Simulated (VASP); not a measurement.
A run of VASP 6.6.1:

The input INCAR:

```
  PREC = Accurate
  ENCUT = 600
  EDIFF = 1E-6
  ISMEAR = -1
  SIGMA = 0.05
  LREAL = F
  LASPH = T
  NELM = 60
  ALGO = Normal
  ISIF = 3
  LWAVE = F
  LCHARG = F
  GGA = RP
  IVDW = 12
  IBRION = 2
  NSW = 60
  EDIFFG = -0.01
```

KPOINTS

```
Automatic mesh
0
Gamma
  11 11 11
```

POSCAR

```
Li
1.0
   -1.7546500000      1.7546500000      1.7546500000
    1.7546500000     -1.7546500000      1.7546500000
    1.7546500000      1.7546500000     -1.7546500000
Li
1
Direct
    0.0000000000      0.0000000000      0.0000000000
```

Potentials or basis: VASP PAW PBE potentials, release 64 (Li_sv).

Run with:

```sh
$ cat potpaw_PBE.64/Li_sv/POTCAR > POTCAR
$ mpirun -np 1 vasp_std > vasp.out
```

Hardware: 1 thread of AMD EPYC 7R13, on a shared host.

**Question.** Estimate the wall time of this run.

**Answer.** Run time: 50 s on 1 thread of AMD EPYC 7R13, on a shared host, peak memory 0.11 GiB. Counts: scf iterations 38, k points 56, ion steps 5.
